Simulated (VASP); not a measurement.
# HfC (zincblende type) (F-43m) in VASP: notebook, part 2 of 2

VASP 6.6.1.

## Step 5: Density of states, PBE

The input, POSCAR:

```
HfC
1.0
    0.0000000000      2.5220204587      2.5220204587
    2.5220204587      0.0000000000      2.5220204587
    2.5220204587      2.5220204587      0.0000000000
Hf C
1 1
Direct
    0.0000000000      0.0000000000      0.0000000000
    0.2500000000      0.2500000000      0.2500000000
```

The input, INCAR.step1:

```
PREC     = Accurate       # precision mode
ENCUT    = 520            # plane-wave cutoff, eV
EDIFF    = 1E-6           # SCF threshold, eV
ISMEAR   = -1             # smearing method
SIGMA    = 0.08           # smearing width, eV
LREAL    = F              # projectors in reciprocal space
LASPH    = T              # aspherical terms in the spheres
NELM     = 60             # most SCF steps
ALGO     = Normal         # electronic algorithm
ISIF     = 2              # what is computed and relaxed
LWAVE    = F              # write WAVECAR
LCHARG   = T              # write CHGCAR
LMAXMIX  = 4              # l up to which the mixer works
GGA      = PE             # functional
NBANDS   = 14             # bands
```

The input, KPOINTS.step1:

```
Automatic mesh
0
Gamma
  11 11 11
```

The input, INCAR.step2:

```
PREC     = Accurate       # precision mode
ENCUT    = 520            # plane-wave cutoff, eV
EDIFF    = 1E-6           # SCF threshold, eV
ISMEAR   = -5             # smearing method
SIGMA    = 0.08           # smearing width, eV
LREAL    = F              # projectors in reciprocal space
LASPH    = T              # aspherical terms in the spheres
NELM     = 60             # most SCF steps
ALGO     = Normal         # electronic algorithm
ISIF     = 2              # what is computed and relaxed
LWAVE    = F              # write WAVECAR
LCHARG   = F              # write CHGCAR
LMAXMIX  = 4              # l up to which the mixer works
GGA      = PE             # functional
LORBIT   = 11             # projections on sites
NEDOS    = 1001           # points of the DOS
ICHARG   = 11             # starting density
```

The input, KPOINTS.step2:

```
Automatic mesh
0
Gamma
  17 17 17
```

Potentials or basis: VASP PAW PBE potentials, release 64 (Hf_pv, C).

Run with:

```console
$ cat potpaw_PBE.64/Hf_pv/POTCAR potpaw_PBE.64/C/POTCAR > POTCAR
$ cp INCAR.step1 INCAR
$ cp KPOINTS.step1 KPOINTS
$ mpirun -np 1 vasp_std > vasp.out
$ cp INCAR.step2 INCAR
$ cp KPOINTS.step2 KPOINTS
$ mpirun -np 1 vasp_std > vasp.out
```

OUTCAR:

```text
PREC = Accurate
   ENCUT = 520
   EDIFF = 1E-6
   ISMEAR = -5
   LREAL = F
   LASPH = T
   NELM = 60
   ISIF = 2
   GGA = PE
   LORBIT = 11
   ICHARG = 11

 ion  position               nearest neighbor table
   1  0.000  0.000  0.000-   2 2.18   2 2.18   2 2.18   2 2.18
   2  0.250  0.250  0.250-   1 2.18   1 2.18   1 2.18   1 2.18

  LATTYP: Found a face centered cubic cell.
 ALAT       =     5.0440409174

  Lattice vectors:

 A1 = (   0.0000000000,   2.5220204587,   2.5220204587)
 A2 = (   2.5220204587,   0.0000000000,   2.5220204587)
 A3 = (   2.5220204587,   2.5220204587,   0.0000000000)

Analysis of symmetry for initial positions (statically):
=====================================================================
 Subroutine PRICEL returns:
 Original cell was already a primitive cell.

 Routine SETGRP: Setting up the symmetry group for a
 face centered cubic supercell.

 Subroutine GETGRP returns: Found 24 space group operations
 (whereof 24 operations were pure point group operations)
 out of a pool of 48 trial point group operations.

The static configuration has the point symmetry T_d .

Analysis of symmetry for dynamics (positions and initial velocities):
=====================================================================
 Subroutine PRICEL returns:
 Original cell was already a primitive cell.

 Routine SETGRP: Setting up the symmetry group for a
 face centered cubic supercell.

 Subroutine GETGRP returns: Found 24 space group operations
 (whereof 24 operations were pure point group operations)
 out of a pool of 48 trial point group operations.

The dynamic configuration has the point symmetry T_d .

 Subroutine INISYM returns: Found 24 space group operations
 (whereof 24 operations are pure point group operations),
 and found     1 'primitive' translations

[... 121 lines left out ...]
   GGA     = PE    functional components
   LHFCALC =     F    Hartree Fock is set to
   AEXX    =    0.0000 exact exchange contribution
   IVDW    =     0    specifies the selected vdW correction
   LEPSILON=     F    determine dielectric tensor
   LRPA    =     F    only Hartree local field effects (RPA)
 non-spin polarized calculation
 Fermi weights with tetrahedron method with Bloechl corrections
  energy-cutoff  :      520.00
  volume of cell :       32.08
 maximum number of plane-waves:       889

 number of electron      14.0000000 magnetization

 Free energy of the ion-electron system (eV)
  ---------------------------------------------------
  ext. energy  EPLUGINS =         0.00000000
  ---------------------------------------------------
  free energy    TOTEN  =       -19.75666338 eV

  energy without entropy =      -19.75666338  energy(sigma->0) =      -19.75666338

 E-fermi :   3.6323     XC(G=0): -10.8064

 val. band max:        3.6158115446   @ k =  -0.2941   0.4706   0.2353
 cond. band min:       4.0087895384   @ k =  -0.2941   0.4706   0.1765
 fundamental gap:      0.3929779938
 Fermi energy:         3.6323263925

 k-point     1 :       0.0000    0.0000    0.0000
  band No.  band energies     occupation
      1     -25.9970      2.00000
      2     -25.9970      2.00000
      3     -25.9970      2.00000
      4      -6.9694      2.00000
      5       1.4044      2.00000
      6       1.4044      2.00000
      7       1.4044      2.00000
      8       6.9015      0.00000
      9       7.2574      0.00000
     10       7.2574      0.00000
     11      12.7747      0.00000
[... 309 lines left out ...]
 k-point    24 :      -0.1176    0.0588    0.0000
  band No.  band energies     occupation
      1     -26.0588      2.00000
      2     -26.0134      2.00000
      3     -26.0033      2.00000
      4      -6.6332      2.00000
      5       0.9532      2.00000
      6       1.5623      2.00000
      7       1.5957      2.00000
      8       6.8217      0.00000
      9       7.1873      0.00000
     10       7.8860      0.00000
     11      12.3301      0.00000

 [... further k-points ...]
[... 5 lines left out ...]
  --------------------------------------------------------------------------------------
  -------------------------------------------------------------------------------------
  Total       -0.0531602     -0.0531602     -0.0531602     -0.0000000     -0.0000000      0.0000000
  in kB       -2.6547346     -2.6547346     -2.6547346     -0.0000000     -0.0000000      0.0000000
  external PRESSURE =      -2.6547346 kB  Pullay stress =       0.0000000 kB

 VOLUME and BASIS-vectors are now :
 -----------------------------------------------------------------------------
  energy-cutoff  :      520.00
  volume of cell :       32.08
      direct lattice vectors                 reciprocal lattice vectors
     0.000000000  2.522020459  2.522020459    -0.198253745  0.198253745  0.198253745
     2.522020459  0.000000000  2.522020459     0.198253745 -0.198253745  0.198253745
     2.522020459  2.522020459  0.000000000     0.198253745  0.198253745 -0.198253745

 POSITION                                       TOTAL-FORCE (eV/Angst)
 -----------------------------------------------------------------------------------
      0.00000      0.00000      0.00000         0.000000      0.000000      0.000000
      1.26101      1.26101      1.26101        -0.000000     -0.000000     -0.000000
 -----------------------------------------------------------------------------------
    total drift:                                0.000000      0.000000      0.000000

  FREE ENERGIE OF THE ION-ELECTRON SYSTEM (eV)
  ---------------------------------------------------
  free  energy   TOTEN  =       -19.7566633760 eV

  energy  without entropy=      -19.7566633760  energy(sigma->0) =      -19.75666338

 total charge

# of ion       s       p       d       tot
------------------------------------------
    1        0.359   6.525   1.636   8.520
    2        0.887   1.553   0.000   2.440
--------------------------------------------------
tot          1.245   8.078   1.636  10.960
```

Wall time 30 s (1 thread of AMD EPYC 9R45 (Zen 5), shared host); peak memory 0.17 GiB.

What came out:

| Item | Value |
| --- | --- |
| Valence electrons inside the program's atomic spheres | Hf 8.52; C 2.44 |

Caveat: spin-orbit coupling is left out, which moves the levels of the heavy elements.

## Step 6: Overview

```tsv
task	cell	k mesh for the DOS	occupations for the DOS	gap on the mesh (eV)	pressure (GPa)
electric field gradients	a = 3.567 Å, angles 60.0°, 2 atoms	-	-	0.51	-0.4
electric field gradients	a = 3.602 Å, angles 60.0°, 2 atoms	-	-	0.55	-4.8
electric field gradients	a = 3.637 Å, angles 60.0°, 2 atoms	-	-	0.58	-8.6
density of states	a = 3.567 Å, angles 60.0°, 2 atoms	17 × 17 × 17	tetrahedron	-	-
```

Alike in all rows: level PBE; potentials or basis VASP PAW PBE potentials, release 64 (Hf_pv, C); no spin polarisation; k mesh 11 × 11 × 11; cutoff (eV) 520; smearing fermi-dirac 0.08 eV.

Caveats: spin-orbit coupling is left out, which moves the levels of the heavy elements.

Absolute energies hang on the potentials; compare differences alone.
